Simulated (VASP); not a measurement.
# Mg2Si3N: single point with PBE

Mg2Si3N:

```
Mg Si N
1.0
     3.81528    0.00000    0.00000
    -1.90764    3.30413    0.00000
     0.00000    0.00000    7.81834
Mg Si N
2 3 1
Direct
  0.33333 0.66667 0.72757
  0.33333 0.66667 0.27243
  0.66667 0.33333 0.00000
  0.00000 0.00000 0.50000
  0.00000 0.00000 0.00000
  0.66667 0.33333 0.50000
```

```yaml
Program: VASP 6.6.1
Task: single point
Functional: PBE
Potentials_or_basis: VASP PAW PBE potentials, release 64 (Mg, Si, N)
Cutoff: 520 eV
k_mesh: 6 × 6 × 2
Occupations: gaussian, width 0.1 eV
Spin: collinear spin, ferromagnetic start
Starting_moments: "[0.0, 0.0, 0.0, 0.0, 0.0, 1.0] μB"
Dipole_correction: no
Further_INCAR_settings: ALGO = Normal; EDIFF = 1e-06; NBANDS = 24
```

```json
{
 "Pressure": "0.3 GPa",
 "Largest force": "0.106 eV/Å",
 "Net moment": "0.00 μB per cell",
 "Valence electrons inside the program's atomic spheres": "Mg 0.30; Si 1.75, 1.53, 1.72; N 3.49"
}
```

Forces in eV/Å, atoms in the order of the input:
```
Mg   0.000  0.000  0.106
Mg   0.000  0.000 -0.106
Si   0.000  0.000  0.000
Si   0.000  0.000  0.000
Si   0.000  0.000  0.000
N    0.000  0.000  0.000
```

Stress tensor (GPa, compression positive):
```
 1.18  0.00  0.00
 0.00  1.18  0.00
 0.00  0.00 -1.53
```

Levels at points of the mesh, in eV from the Fermi level:
Spin up:
```csv
k point,band 8,band 9,band 10,band 11,band 12,band 13
"(0.00, 0.00, 0.00)",-2.63,-2.63,0.18,0.90,0.90,1.01
"(0.50, 0.00, 0.00)",-3.35,-2.83,-1.91,-1.10,0.24,1.31
"(0.00, 0.00, 0.50)",-2.64,-2.64,0.27,1.00,1.00,1.11
"(0.50, 0.00, 0.50)",-3.68,-2.50,-1.96,-1.81,-1.24,2.21
```
Spin down:
```csv
k point,band 7,band 8,band 9,band 10,band 11,band 12,band 13,band 14
"(0.00, 0.00, 0.00)",-3.74,-2.63,-2.63,0.18,0.90,0.90,1.01,1.32
"(0.50, 0.00, 0.00)",-4.21,-3.35,-2.83,-1.91,-1.10,0.24,1.31,2.67
"(0.00, 0.00, 0.50)",-4.03,-2.64,-2.64,0.27,1.00,1.00,1.11,1.43
"(0.50, 0.00, 0.50)",-3.69,-3.68,-2.50,-1.96,-1.81,-1.24,2.21,2.68
```

Run time: 56 s on 1 thread of Intel(R) Xeon(R) Platinum 8488C (Sapphire Rapids), with other jobs on the host, peak memory 0.25 GiB.

Caveat: the k points lie up to 0.40 Å⁻¹ apart.
